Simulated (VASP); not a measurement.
Set up this calculation in VASP 6.6.1, as the native input.

```
Task                   : single point
Functional             : PBE
Potentials or basis    : VASP PAW PBE potentials, release 64 (Y_sv)
Cutoff                 : 520 eV
k mesh                 : 12 × 12 × 12
Occupations            : fermi-dirac, width 0.05 eV
Spin                   : collinear spin, ferromagnetic start
Starting moments       : [1.0] μB
Dipole correction      : no
Further INCAR settings : ALGO = Normal; EDIFF = 1e-06; NBANDS = 16
```

The structure of Y lies in POSCAR:

```
Y
1.0
    0.0000000000      2.4257395735      2.4257395735
    2.4257395735      0.0000000000      2.4257395735
    2.4257395735      2.4257395735      0.0000000000
Y
1
Direct
    0.0000000000      0.0000000000      0.0000000000
```

This cell differs from its parent crystal: volume scaled by 0.88.

The input as run:

INCAR

```
PREC = Accurate
ENCUT = 520
EDIFF = 1E-6
ISMEAR = -1
SIGMA = 0.05
LREAL = F
LASPH = T
NELM = 150
ALGO = Normal
ISIF = 2
LWAVE = F
LCHARG = F
ISPIN = 2
MAGMOM = 1
LORBIT = 11
LMAXMIX = 4
GGA = PE
NBANDS = 16
```

KPOINTS

```
regular mesh
0
Gamma
  12 12 12
```

Potentials or basis: VASP PAW PBE potentials, release 64 (Y_sv).

Launch:

```console
$ cat potpaw_PBE.64/Y_sv/POTCAR > POTCAR
$ mpirun -np 1 vasp_std > vasp.out
```

It gave:

- Pressure: 6.0 GPa
- Net moment: 0.00 μB per cell
- Valence electrons inside the program's atomic spheres: Y 9.63

Run time: 75 s on 1 thread of Intel(R) Xeon(R) 6975P-C (Granite Rapids), on a shared host, peak memory 0.21 GiB.
